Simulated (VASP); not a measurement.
Write the native input for VASP 6.6.1 that does the following.

- Task: single point
- Functional: PBE
- Dispersion: D4
- Potentials or basis: VASP PAW PBE potentials, release 64 (Hf_pv, O)
- Cutoff: 520 eV
- k mesh: 5 × 6 × 5
- Occupations: fermi-dirac, width 0.05 eV
- Spin: no spin polarisation
- Dipole correction: no
- Further INCAR settings: ALGO = Normal; EDIFF = 1e-06; NBANDS = 56

The structure of HfO2 lies in POSCAR:

```
HfO2
1.0
    5.2194633600      0.0000000000      0.0000000000
    0.0000000000      5.0047636900      0.0000000000
    0.0000000000      0.0000000000      5.0326850500
Hf O
4 8
Direct
    0.9669940000      0.7325208200      0.7414403500
    0.5330060000      0.7325208200      0.2414403500
    0.4669940000      0.2674791800      0.7414403500
    0.0330060000      0.2674791800      0.2414403500
    0.6321274500      0.9286454000      0.8792672600
    0.8678725500      0.9286454000      0.3792672600
    0.2339485200      0.5398830500      0.4922923900
    0.2660514800      0.5398830500      0.9922923900
    0.7660514800      0.4601169500      0.9922923900
    0.7339485200      0.4601169500      0.4922923900
    0.1321274500      0.0713546000      0.8792672600
    0.3678725500      0.0713546000      0.3792672600
```

The input as run:

INCAR

```
SYSTEM = HfO2
PREC = Accurate
ENCUT = 520
EDIFF = 1E-6
ISMEAR = -1
SIGMA = 0.05
LREAL = .False.
LASPH = .True.
NELM = 60
ALGO = Normal
ISIF = 2
LWAVE = .False.
LCHARG = .False.
GGA = PE
IVDW = 13
NBANDS = 56
```

KPOINTS

```
regular mesh
0
Gamma
  5 6 5
  0 0 0
```

Potentials or basis: VASP PAW PBE potentials, release 64 (Hf_pv, O).

Run with:

```bash
$ cat potpaw_PBE.64/Hf_pv/POTCAR potpaw_PBE.64/O/POTCAR > POTCAR
$ mpirun -np 1 vasp_std > vasp.out
```

It gave:

The pressure is 3.0 GPa, the largest force is 0.061 eV/Å and the band gap on the k mesh is 4.44 eV (least direct gap 4.64 eV). The dispersion energy per atom is -0.197 eV.

Caveat: spin-orbit coupling is left out, which moves the levels of the heavy elements; an odd mesh through Γ misses points on the zone boundary, where band edges can lie.

Wall time 2.9 min on 1 thread of Intel(R) Xeon(R) Platinum 8488C (Sapphire Rapids), with other jobs on the host, peak memory 0.34 GiB.
